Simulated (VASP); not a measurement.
Set up this calculation in VASP 6.6.1, as the native input.

```
Task                   : relaxation of cell and atoms
Functional             : PBEsol
Potentials or basis    : VASP PAW PBE potentials, release 64 (C, O)
Cutoff                 : 600 eV
k mesh                 : 4 × 4 × 4
Occupations            : gaussian, width 0.02 eV
Spin                   : no spin polarisation
Dipole correction      : no
Further INCAR settings : ALGO = Normal; EDIFF = 1e-06; IBRION = 2; EDIFFG = -0.005; NSW = 100; ISIF = 3
```

The structure of CO lies in POSCAR:

```
CO
1.0
    5.9526445718      0.0000000000      0.0000000000
    0.0000000000      5.9526445718      0.0000000000
    0.0000000000      0.0000000000      5.9526445718
C O
4 4
Direct
    0.9646486821      0.9646486821      0.9646486821
    0.5353513179      0.0353513179      0.4646486821
    0.4646486821      0.5353513179      0.0353513179
    0.0353513179      0.4646486821      0.5353513179
    0.0745117741      0.0745117741      0.0745117741
    0.4254882259      0.9254882259      0.5745117741
    0.5745117741      0.4254882259      0.9254882259
    0.9254882259      0.5745117741      0.4254882259
```

These files were run (other wordings do the same):

INCAR

```
SYSTEM = CO
  PREC = Accurate
  ENCUT = 600
  EDIFF = 1E-6
  ISMEAR = 0
  SIGMA = 0.02
  LREAL = .False.
  LASPH = .True.
  NELM = 100
  ALGO = Normal
  ISIF = 3
  LWAVE = .False.
  LCHARG = .False.
  GGA = PS
  IBRION = 2
  NSW = 100
  EDIFFG = -0.005
```

KPOINTS

```
regular mesh
0
Gamma
  4 4 4
  0 0 0
```

Potentials or basis: VASP PAW PBE potentials, release 64 (C, O).

The run is started by

```console
$ cat potpaw_PBE.64/C/POTCAR potpaw_PBE.64/O/POTCAR > POTCAR
$ mpirun -np 1 vasp_std > vasp.out
```

Results of the run:

- Relaxed volume: 22.82 Å³/atom
- Relaxed cell: a = 5.673 Å, b = 5.673 Å, c = 5.673 Å, α = 90.00°, β = 90.00°, γ = 90.00°
- Space group after relaxing (to 0.1 Å): P2_13 (No. 198)
- Energy gained by relaxing: 4.2 meV/atom
- Ionic steps: 38
- Pressure after relaxing: 0.0 GPa
- Largest force after relaxing: 0.004 eV/Å
- Band gap on the k mesh: 5.92 eV

Caveat: this functional lacks dispersion, which holds the molecules together, so the pressure and a relaxed volume are unreliable; the PAW data sets were made with another functional, which shifts forces and pressure a little.

Run time: 24 min on 1 thread of Oxide Virtual Turin-like Processor, with other jobs on the host, peak memory 0.31 GiB.
